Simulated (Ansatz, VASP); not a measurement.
Mg3PbO4: VASP beside Ansatz

POSCAR

```
Mg3PbO4
1.0
    5.4823230414      0.0000000000     -0.1497320352
    0.0000000000      3.3405793531      0.0000000000
   -0.1645094107      0.0000000000      6.0018756360
Mg Pb O
3 1 4
Direct
    0.5098273598      0.5000000000      0.1651938104
   -0.0062573681      0.5000000000      0.8565620564
    0.0121665482      0.0000000000      0.3325652568
    0.5070649021      0.0000000000      0.6443169489
    0.0243788667      0.0000000000      0.6761677938
    0.1437080982      0.5000000000      0.1774118727
    0.6349435048      0.5000000000      0.8697758803
    0.6577670884      0.0000000000      0.2780073806
```

Contents of INCAR.step1:

```
SYSTEM = Mg3PbO4
ALGO = Normal
EDIFF = 1E-4
ENCUT = 520
GGA = PE
ISMEAR = -1
LASPH = .TRUE.
LCHARG = .FALSE.
LREAL = .FALSE.
LUSENCCL = .FALSE.
LWAVE = .TRUE.
NBANDS = 32
NELM = 100
PREC = Accurate
SIGMA = 0.03
```

File INCAR.step2:

```
SYSTEM = Mg3PbO4
ALGO = Normal
BPARAM = 11.95
CPARAM = 0.0093
EDIFF = 1E-6
ENCUT = 520
ISIF = 2
ISMEAR = -1
ISTART = 1
IVDW_NL = 2
LASPH = .TRUE.
LCHARG = .FALSE.
LMIXTAU = .TRUE.
LREAL = .FALSE.
LUSENCCL = .FALSE.
LUSE_VDW = .TRUE.
LWAVE = .FALSE.
METAGGA = R2SCAN
NBANDS = 32
NELM = 100
PREC = Accurate
SIGMA = 0.03
```

KPOINTS

```
k-points
0
G
  6 8 6
  0 0 0
```

Input for Ansatz:

```yaml
crystal:
  lattice:
    - [5.4823230414, 0.0, -0.1497320352]
    - [0.0, 3.3405793531, 0.0]
    - [-0.1645094107, 0.0, 6.001875636]
  atoms:
    - { symbol: Mg, position: [0.5098273598, 0.5, 0.1651938104] }
    - { symbol: Mg, position: [-0.0062573681, 0.5, 0.8565620564] }
    - { symbol: Mg, position: [0.0121665482, 0.0, 0.3325652568] }
    - { symbol: Pb, position: [0.5070649021, 0.0, 0.6443169489] }
    - { symbol: O, position: [0.0243788667, 0.0, 0.6761677938] }
    - { symbol: O, position: [0.1437080982, 0.5, 0.1774118727] }
    - { symbol: O, position: [0.6349435048, 0.5, 0.8697758803] }
    - { symbol: O, position: [0.6577670884, 0.0, 0.2780073806] }
kpoints:
  mp_grid: { grid: [6, 8, 6] }
  band_path:
    path:
      - [0.0, 0.0, 0.0]
      - [0.0, 0.5, 0.0]
      - [0.0, 0.5, 0.5]
      - [0.0, 0.0, 0.5]
      - [-0.5, 0.0, 0.5]
      - [-0.5, 0.5, 0.5]
      - [-0.5, 0.5, 0.0]
      - [-0.5, 0.0, 0.0]
    npoints: 1
hamiltonian:
  xc: r2scan
  dispersion: rvv10
scf:
  occupations: { method: fermi_dirac, width: 0.03 }
  n_extra_bands: 6
output:
  forces: true
  stress: true
  eigenvalues: true
  write_density: true
  write_potential: true
  elf: true
  volumetric_format: npy
```

Alike in both runs: task single point; functional r2SCAN; dispersion rVV10; k mesh 6 × 8 × 6; occupations fermi-dirac, width 0.03 eV; no spin polarisation.

|  | VASP | Ansatz |
| --- | --- | --- |
| version | VASP 6.6.1 | Ansatz 0.2.0 |
| potentials or method | VASP PAW PBE potentials, release 64 (Mg, Pb_d, O) | plane waves, PAW |
| plane-wave cutoff (eV) | 520 | 500 |
| valence electrons in the cell | 44 | 68 |

|  | VASP | Ansatz | Ansatz less VASP |
| --- | --- | --- | --- |
| gap on the k mesh at the Fermi level (eV) | 1.81 | 1.82 | +0.015 |
| pressure (GPa) | -0.1 | 0.0 | +0.14 |
| traceless stress, the component that is largest in VASP (GPa) | -0.09 | -0.02 | +0.075 |
| rms of the force components (eV/Å) | 0.028 | 0.002 | -0.0258 |

VASP's potentials were made for PBE, not for r2SCAN. Atom by atom the forces differ by 0.027 eV/Å (rms over components). VASP's potentials hold 44 valence electrons a cell and Ansatz's 68, so a difference there can come from the potentials and not from the codes.

Spin-orbit coupling is off throughout.
